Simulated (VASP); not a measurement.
**Mg: single point with PBE**

Mg:

```
Mg
1.0
     4.37495    0.00000    0.00000
     0.00000    4.37495    0.00000
     0.00000    0.00000    4.37495
Mg
3
Direct
  0.00000 0.50000 0.50000
  0.50000 0.00000 0.50000
  0.50000 0.50000 0.00000
```

```yaml
Program: VASP 6.6.1
Task: single point
Functional: PBE
Potentials_or_basis: VASP PAW PBE potentials, release 64 (Mg)
Cutoff: 520 eV
k_mesh: 4 × 4 × 4
Occupations: gaussian, width 0.1 eV
Spin: no spin polarisation
Dipole_correction: no
Further_INCAR_settings: ALGO = Normal; EDIFF = 1e-06; NBANDS = 10
```

| Item | Value |
| --- | --- |
| Pressure | 0.1 GPa |
| Band gap on the k mesh | zero (band 3 reaches 3.71 eV, above the bottom of band 4 at 0.39 eV) |

Levels at points of the mesh, in eV from the Fermi level:
```csv
k point,band 1,band 2,band 3,band 4,band 5,band 6,band 7
"(0.00, 0.00, 0.00)",-6.07,1.07,1.07,1.07,2.13,2.13,2.51
"(0.50, 0.00, 0.00)",-4.58,-3.55,2.29,2.29,3.29,3.52,3.52
"(0.50, 0.50, 0.00)",-3.06,-2.19,-2.19,-1.03,3.59,4.55,4.55
"(0.50, 0.50, 0.50)",-1.67,-0.54,-0.54,-0.54,-0.03,-0.03,-0.03
```

Wall time 7 s on 1 thread of Intel(R) Xeon(R) Platinum 8488C (Sapphire Rapids), with other jobs on the host, peak memory 0.19 GiB.
